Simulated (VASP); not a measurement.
A run of VASP 6.6.1 is set up as follows.

File INCAR:

```
SYSTEM = AlC3
PREC     = Accurate       ! precision mode
ENCUT    = 520            ! plane-wave cutoff, eV
EDIFF    = 1E-6           ! SCF threshold, eV
ISMEAR   = -1             ! smearing method
SIGMA    = 0.1            ! smearing width, eV
LREAL    = .False.        ! projectors in reciprocal space
LASPH    = .True.         ! aspherical terms in the spheres
NELM     = 60             ! most SCF steps
ALGO     = Normal         ! electronic algorithm
ISIF     = 2              ! what is computed and relaxed
LWAVE    = .False.        ! write WAVECAR
LCHARG   = .False.        ! write CHGCAR
GGA      = PE             ! functional
NBANDS   = 16             ! bands
```

The input KPOINTS:

```
regular mesh
0
Gamma
  7 7 7
  0 0 0
```

File POSCAR:

```
AlC3
1.0
    3.2079290000      0.0000000000      0.0000000000
    0.0000000000      3.2079290000      0.0000000000
    0.0000000000      0.0000000000      3.2079290000
Al C
1 3
Direct
    0.0000000000      0.0000000000      0.0000000000
    0.0000000000      0.5000000000      0.5000000000
    0.5000000000      0.0000000000      0.5000000000
    0.5000000000      0.5000000000      0.0000000000
```

Potentials or basis: VASP PAW PBE potentials, release 64 (Al, C).

Run with:

```bash
$ cat potpaw_PBE.64/Al/POTCAR potpaw_PBE.64/C/POTCAR > POTCAR
$ mpirun -np 1 vasp_std > vasp.out
```

Q: Predict the pressure.

A: 0.0 GPa.
